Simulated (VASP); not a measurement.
# Li (P6_3/mmc) in VASP: further runs

The runs below take Li through single point, with PBEsol.

Everything below comes from runs of VASP 6.6.1. Logs are shortened: lines on timing, memory, paths and dates and some standing lists are left out, and cuts for length are marked.

**1. The cell of the first run**

Symmetry: P6_3/mmc, No. 194, hexagonal system. The conventional cell has a = 3.274 Å, b = 3.274 Å, c = 5.093 Å, α = 90.00°, β = 90.00°, γ = 120.00°. Li (site symmetry -6m2) has 12 Li at 3.17 to 3.27 Å within 4.2 Å.

This isn't the form of Li at room conditions, which is bcc.

**2. Single point, PBEsol (strain +0.0525 x Voigt [1, 1, 0, 0, 0, 0])**

File INCAR:

```
PREC = Accurate ; ENCUT = 520
EDIFF = 1E-6 ; ISMEAR = 0
SIGMA = 0.15 ; LREAL = F
LASPH = T ; NELM = 80
ALGO = Normal ; ISIF = 2
LWAVE = F ; LCHARG = F
GGA = PS ; NBANDS = 10
```

File KPOINTS:

```
Automatic mesh
0
Gamma
  18 18 10
```

File POSCAR:

```
Li
1.0
    3.2743297646      0.0000000000      0.0000000000
   -1.6371648823      2.8356527565      0.0000000000
    0.0000000000      0.0000000000      5.0930000000
Li
2
Direct
    0.3333333333      0.6666666667      0.2500000000
    0.6666666667      0.3333333333      0.7500000000
```

Potentials or basis: VASP PAW PBE potentials, release 64 (Li_sv).

Run with:

```
$ cat potpaw_PBE.64/Li_sv/POTCAR > POTCAR
$ mpirun -np 1 vasp_std > vasp.out
```

OUTCAR:

```text
PREC = Accurate
   ENCUT = 520
   EDIFF = 1E-6
   ISMEAR = 0
   LREAL = F
   LASPH = T
   NELM = 80
   ISIF = 2
   GGA = PS

 ion  position               nearest neighbor table
   1  0.333  0.667  0.250-
   2  0.667  0.333  0.750-

  LATTYP: Found a hexagonal cell.
 ALAT       =     3.2743297646
 C/A-ratio  =     1.5554328263

  Lattice vectors:

 A1 = (   3.2743297646,   0.0000000000,   0.0000000000)
 A2 = (  -1.6371648823,   2.8356527565,   0.0000000000)
 A3 = (   0.0000000000,   0.0000000000,   5.0930000000)

Analysis of symmetry for initial positions (statically):
=====================================================================
 Subroutine PRICEL returns:
 Original cell was already a primitive cell.

 Routine SETGRP: Setting up the symmetry group for a
 hexagonal supercell.

 Subroutine GETGRP returns: Found 24 space group operations
 (whereof 12 operations were pure point group operations)
 out of a pool of 24 trial point group operations.

The static configuration has the point symmetry D_3d.
 The point group associated with its full space group is D_6h.

Analysis of symmetry for dynamics (positions and initial velocities):
=====================================================================
 Subroutine PRICEL returns:
 Original cell was already a primitive cell.

 Routine SETGRP: Setting up the symmetry group for a
 hexagonal supercell.

 Subroutine GETGRP returns: Found 24 space group operations
 (whereof 12 operations were pure point group operations)
 out of a pool of 24 trial point group operations.

The dynamic configuration has the point symmetry D_3d.
 The point group associated with its full space group is D_6h.

 Subroutine INISYM returns: Found 24 space group operations
 (whereof 12 operations are pure point group operations),
 and found     1 'primitive' translations

----------------------------------------------------------------------------------------

                                     Primitive cell

  volume of cell :      47.2878

  direct lattice vectors                    reciprocal lattice vectors
     3.274329765  0.000000000  0.000000000     0.305406013  0.176326244  0.000000000
    -1.637164882  2.835652757  0.000000000     0.000000000  0.352652488  0.000000000
     0.000000000  0.000000000  5.093000000     0.000000000  0.000000000  0.196347929

  length of vectors
[... 87 lines left out ...]
   NFREE  =      0    steps in history (QN), initial steepest desc. (CG)
   ISIF   =      2    stress and relaxation
   ISYM   =      2    0-nonsym 1-usesym 2-fastsym
   POTIM  = 0.5000    time-step for ionic-motion
   TEBEG  =    0.0;   TEEND  =   0.0 temperature during run
   PSTRESS=    0.0 pullay stress
   NELECT =       6.0000    total number of electrons
   NUPDOWN=      -1.0000    fix difference up-down
   EMIN   =  10.00;   EMAX   =-10.00  energy-range for DOS
   EFERMI =   0.00;   METHOD = LEGACY
   ISMEAR =     0;   SIGMA  =   0.15  broadening in eV -4-tet -1-fermi 0-gaus
   EFERMI_NEDOS =   21; number of points for ismear=-14 and -15
   IALGO  =     38    algorithm
   IMIX   =      4    mixing-type and parameters
     AMIX     =   0.40;   BMIX     =  1.00
     AMIX_MAG =   1.60;   BMIX_MAG =  1.00
  volume/ion in A,a.u.               =      23.64       159.56
  Fermi-wavevector in a.u.,A,eV,Ry     =   0.822638  1.554561  9.207520  0.676734
  Thomas-Fermi vector in A             =   1.934008
   LORBIT       =      0    0 simple, 1 ext, 2 COOP (PROOUT), +10 PAW based schemes
   GGA     = PS    functional components
   LHFCALC =     F    Hartree Fock is set to
   AEXX    =    0.0000 exact exchange contribution
   IVDW    =     0    specifies the selected vdW correction
   LEPSILON=     F    determine dielectric tensor
   LRPA    =     F    only Hartree local field effects (RPA)
 non-spin polarized calculation
 Gauss-broadening in eV      SIGMA  =   0.15
  energy-cutoff  :      520.00
  volume of cell :       47.29
 maximum number of plane-waves:      1296
   NGX = 13   NGY = 13   NGZ = 19

 number of electron       6.0000010 magnetization

 Free energy of the ion-electron system (eV)
  ---------------------------------------------------
  ext. energy  EPLUGINS =         0.00000000
  ---------------------------------------------------
  free energy    TOTEN  =        -3.89821221 eV

  energy without entropy =       -3.88613247  energy(sigma->0) =       -3.89217234

 E-fermi :   0.2333     XC(G=0):  -6.6529

 val. band max:        0.2332002920   @ k =   0.2778   0.2778   0.0000
 cond. band min:       0.2352742554   @ k =   0.0000   0.0000   0.1000
 fundamental gap:      0.0020739634
 Fermi energy:         0.2333385926

 k-point     1 :       0.0000    0.0000    0.0000
  band No.  band energies     occupation
      1     -45.9606      2.00000
      2     -45.9484      2.00000
      3      -3.1223      2.00000
      4       0.5176      0.00736
      5       3.0677      0.00000
      6      10.9216      0.00000
      7      10.9217      0.00000
      8      12.2852      0.00000
      9      12.2853      0.00000
     10      13.8754      0.00000
[... 287 lines left out ...]
 k-point    24 :       0.3889    0.1111    0.0000
  band No.  band energies     occupation
      1     -45.9510      2.00000
      2     -45.9471      2.00000
      3      -0.1784      1.99990
      4       1.6200      0.00000
      5       4.1818      0.00000
      6       5.3685      0.00000
      7       6.2345      0.00000
      8       6.4703      0.00000
      9       8.8109      0.00000
     10      11.1418      0.00000

 [... further k-points ...]

------------------------ aborting loop because EDIFF is reached ----------------------------------------

  FORCE on cell =-STRESS in cart. coord.  units (eV):
  Direction    XX          YY          ZZ          XY          YZ          ZX
  --------------------------------------------------------------------------------------
  -------------------------------------------------------------------------------------
  Total       -0.5940022     -0.5940022     -0.3387358      0.0000000      0.0000000      0.0000000
  in kB      -20.1256310    -20.1256310    -11.4768448      0.0000000      0.0000000      0.0000000
  external PRESSURE =     -17.2427023 kB  Pullay stress =       0.0000000 kB

 VOLUME and BASIS-vectors are now :
 -----------------------------------------------------------------------------
  energy-cutoff  :      520.00
  volume of cell :       47.29
      direct lattice vectors                 reciprocal lattice vectors
     3.274329765  0.000000000  0.000000000     0.305406013  0.176326244  0.000000000
    -1.637164882  2.835652757  0.000000000     0.000000000  0.352652488  0.000000000
     0.000000000  0.000000000  5.093000000     0.000000000  0.000000000  0.196347929

 POSITION                                       TOTAL-FORCE (eV/Angst)
 -----------------------------------------------------------------------------------
     -0.00000      1.89044      1.27325        -0.000000     -0.000000     -0.000000
      1.63716      0.94522      3.81975         0.000000      0.000000      0.000000
 -----------------------------------------------------------------------------------
    total drift:                               -0.000000      0.000000      0.000000

  FREE ENERGIE OF THE ION-ELECTRON SYSTEM (eV)
  ---------------------------------------------------
  free  energy   TOTEN  =        -3.8982122076 eV

  energy  without entropy=       -3.8861324671  energy(sigma->0) =       -3.89217234
```

OSZICAR:

```text
N       E                     dE             d eps       ncg     rms          rms(c)
DAV:   1     0.165693301125E+02    0.16569E+02   -0.31718E+03  4440   0.555E+02
DAV:   2    -0.102675671711E+01   -0.17596E+02   -0.17187E+02  5618   0.107E+02
DAV:   3    -0.382363133838E+01   -0.27969E+01   -0.27788E+01  7240   0.318E+01
DAV:   4    -0.390317330009E+01   -0.79542E-01   -0.79389E-01  5960   0.537E+00
DAV:   5    -0.390398486343E+01   -0.81156E-03   -0.81154E-03  5986   0.586E-01    0.648E-01
DAV:   6    -0.390029185950E+01    0.36930E-02   -0.11333E-03  7316   0.183E-01    0.369E-01
DAV:   7    -0.389818694324E+01    0.21049E-02   -0.25912E-03  7746   0.275E-01    0.319E-02
DAV:   8    -0.389821976609E+01   -0.32823E-04   -0.39337E-04  5530   0.117E-01    0.365E-03
DAV:   9    -0.389821455222E+01    0.52139E-05   -0.35879E-06  6658   0.167E-02    0.110E-03
DAV:  10    -0.389821212110E+01    0.24311E-05   -0.19403E-07  3542   0.352E-03    0.128E-03
DAV:  11    -0.389821220757E+01   -0.86469E-07   -0.59359E-08  2656   0.221E-03
   1 F= -.38982122E+01 E0= -.38921723E+01  d E =-.120797E-01
```

It took 49 s on 1 thread of Intel Xeon 6975P-C (Granite Rapids), shared host; peak memory 0.2 GiB.

Results:

```yaml
Free_energy: -3.8982 eV
Band_gap_on_the_k_mesh: zero (bands 3 and 4 overlap by 4.10 eV)
```

Caveat: the cell differs from its parent crystal (strain +0.0525 x Voigt [1, 1, 0, 0, 0, 0]); the cutoff is under 1.25 times the usual one of these potentials, so pressure, stress and relaxed cells hold a basis-set (Pulay) error; the PAW data sets were made with another functional, which shifts forces and pressure a little.

**3. Single point, PBEsol (strain +0.0600 x Voigt [1, 1, 0, 0, 0, 0])**

File INCAR:

```
SYSTEM = Li
PREC     = Accurate       ! precision mode
ENCUT    = 520            ! plane-wave cutoff, eV
EDIFF    = 1E-6           ! SCF threshold, eV
ISMEAR   = 0              ! smearing method
SIGMA    = 0.15           ! smearing width, eV
LREAL    = .FALSE.        ! projectors in reciprocal space
LASPH    = .TRUE.         ! aspherical terms in the spheres
NELM     = 60             ! most SCF steps
ALGO     = Normal         ! electronic algorithm
ISIF     = 2              ! what is computed and relaxed
LWAVE    = .FALSE.        ! write WAVECAR
LCHARG   = .FALSE.        ! write CHGCAR
GGA      = PS             ! functional
NBANDS   = 10             ! bands
```

File KPOINTS:

```
Automatic mesh
0
G
  18 18 10
  0 0 0
```

File POSCAR:

```
Li
1.0
    3.2976622807      0.0000000000      0.0000000000
   -1.6488311403      2.8558593082      0.0000000000
    0.0000000000      0.0000000000      5.0930000000
Li
2
Direct
    0.3333333333      0.6666666667      0.2500000000
    0.6666666667      0.3333333333      0.7500000000
```

Potentials or basis: VASP PAW PBE potentials, release 64 (Li_sv).

Run with:

```
$ cat potpaw_PBE.64/Li_sv/POTCAR > POTCAR
$ mpirun -np 1 vasp_std > vasp.out
```

Run time: 87 s. Hardware: 1 thread of Intel Xeon 6975P-C (Granite Rapids), shared host; peak memory 0.21 GiB.

It converged, with:

```
Free energy            : -3.8899 eV
Band gap on the k mesh : zero (bands 3 and 4 overlap by 4.05 eV)
```

Levels at points of the mesh, in eV from the Fermi level:
```
           k point  band 1  band 2  band 3  band 4  band 5  band 6  band 7
(0.00, 0.00, 0.00)  -46.22  -46.21   -3.34    0.33    2.85   10.51   10.51
(0.50, 0.00, 0.00)  -46.21  -46.21   -0.15    0.74    4.29    5.43    5.76
(0.00, 0.00, 0.50)  -46.21  -46.21   -2.21   -2.21    7.90    7.90   11.43
(0.50, 0.00, 0.50)  -46.21  -46.21    0.61    0.61    2.91    2.91    8.43
```

Caveat: the cell differs from its parent crystal (strain +0.0600 x Voigt [1, 1, 0, 0, 0, 0]); the cutoff is under 1.25 times the usual one of these potentials, so pressure, stress and relaxed cells hold a basis-set (Pulay) error; the PAW data sets were made with another functional, which shifts forces and pressure a little.

The gap in the log of VASP goes by the Fermi energy; the results here count the filled bands.